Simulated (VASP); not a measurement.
The system is Tl3BiO4.

```xyz
8
Lattice="5.1231 0.0000 0.0000 0.0000 5.1231 0.0000 0.0000 0.0000 5.1231" Properties=species:S:1:pos:R:3 pbc="T T T"
Tl    2.5616    2.5616    0.0000
Tl    2.5616    0.0000    2.5616
Tl    0.0000    2.5616    2.5616
Bi    0.0000    0.0000    0.0000
O     2.5616    2.5616    2.5616
O     0.0000    0.0000    2.5616
O     0.0000    2.5616    0.0000
O     2.5616    0.0000    0.0000
```

- Program: VASP 6.6.1
- Task: relaxation of cell and atoms
- Functional: PBE
- Potentials or basis: VASP PAW PBE potentials, release 64 (Tl_d, Bi_d, O)
- Cutoff: 600 eV
- k mesh: 8 × 8 × 8
- Occupations: gaussian, width 0.1 eV
- Spin: no spin polarisation

At the start: pressure 2.7 GPa; volume 16.81 Å³/atom.

How do energy, volume and symmetry change on relaxing?

Over 3 steps the energy falls by 4.1 meV/atom and the volume is 17.31 Å³/atom (+3.0 %); space group Pm-3m (No. 221, to 0.05 Å).

Step by step:
| step | energy change (eV) | largest force (eV/Å) | pressure (GPa) | volume (Å³) |
| --- | --- | --- | --- | --- |
| 1 | 0.0000 | 0.0000 | 2.73 | 134.47 |
| 2 | -0.0279 | 0.0000 | -1.00 | 140.11 |
| 3 | -0.0331 | 0.0000 | -0.01 | 138.46 |

Final structure:
```
Tl Bi O
1.0
     5.17341    0.00000    0.00000
     0.00000    5.17341    0.00000
     0.00000    0.00000    5.17341
Tl Bi O
3 1 4
Direct
  0.50000 0.50000 0.00000
  0.50000 0.00000 0.50000
  0.00000 0.50000 0.50000
  0.00000 0.00000 0.00000
  0.50000 0.50000 0.50000
  0.00000 0.00000 0.50000
  0.00000 0.50000 0.00000
  0.50000 0.00000 0.00000
```
